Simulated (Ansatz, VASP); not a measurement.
Two plane-wave programs on CuH2

INCAR

```
SYSTEM = CuH2
PREC     = Accurate       ! precision mode
ENCUT    = 600            ! plane-wave cutoff, eV
EDIFF    = 1E-7           ! SCF threshold, eV
ISMEAR   = 0              ! smearing method
SIGMA    = 0.1            ! smearing width, eV
LREAL    = .FALSE.        ! projectors in reciprocal space
LASPH    = .TRUE.         ! aspherical terms in the spheres
NELM     = 100            ! most SCF steps
ALGO     = Normal         ! electronic algorithm
ISIF     = 3              ! what is computed and relaxed
LWAVE    = .FALSE.        ! write WAVECAR
LCHARG   = .FALSE.        ! write CHGCAR
GGA      = PE             ! functional
IBRION   = 2              ! ionic algorithm
NSW      = 100            ! ionic steps
EDIFFG   = -0.01          ! ionic threshold
```

File KPOINTS:

```
Automatic mesh
0
G
  18 18 18
  0 0 0
```

File POSCAR:

```
CuH2
1.0
    3.0095517165      0.0000000000      0.0000000000
   -1.5047758582      2.6063482405      0.0000000000
    0.0000000000      0.0000000000      2.4174990050
Cu H
1 2
Direct
    0.0000000000      0.0000000000      0.0000000000
    0.3333333333      0.6666666667      0.5000000000
    0.6666666667      0.3333333333      0.5000000000
```

Input for Ansatz:

```yaml
crystal:
  lattice:
    - [3.0095517165, 0.0, 0.0]
    - [-1.5047758582, 2.6063482405, 0.0]
    - [0.0, 0.0, 2.417499005]
  atoms:
    - { symbol: Cu, position: [0.0, 0.0, 0.0] }
    - { symbol: H, position: [0.3333333333, 0.6666666667, 0.5] }
    - { symbol: H, position: [0.6666666667, 0.3333333333, 0.5] }
basis:
  ecutwfc: 420
kpoints:
  mp_grid: { grid: [18, 18, 18] }
hamiltonian:
  xc: pbe
scf:
  occupations: { method: gaussian, width: 0.1 }
output:
  forces: true
  stress: true
  eigenvalues: true
relax:
  adjacent_minimum: "off"
  f_tol: 0.01
  max_steps: 80
  cell: { stress_tol: 0.05 }
```

Alike in both runs: task relaxation of cell and atoms; functional PBE; k mesh 18 × 18 × 18; occupations gaussian, width 0.1 eV; no spin polarisation.

|  | VASP | Ansatz |
| --- | --- | --- |
| version | VASP 6.6.1 | Ansatz 0.2.0 |
| potentials or method | VASP PAW PBE potentials, release 64 (Cu, H), cutoff 600 eV | scalar-relativistic, plane waves, PAW |
| valence electrons in the cell | 13 | 21 |

Ansatz gave:

| Item | Value |
| --- | --- |
| gap on the k mesh at the Fermi level, each at its own relaxed structure (eV) | none |
| relaxed volume (Å³/atom) | 6.33 |
| relaxed cell length with the largest relative difference (Å) | 2.420 |

Problem. Estimate VASP's values.

Solution. gap on the k mesh at the Fermi level, each at its own relaxed structure (eV): none; relaxed volume (Å³/atom): 6.34; relaxed cell length with the largest relative difference (Å): 2.423.

A gap of «none» marks a metal or a gap that the smearing closes. VASP's potentials hold 13 valence electrons a cell and Ansatz's 21, so a difference there can come from the potentials and not from the codes.
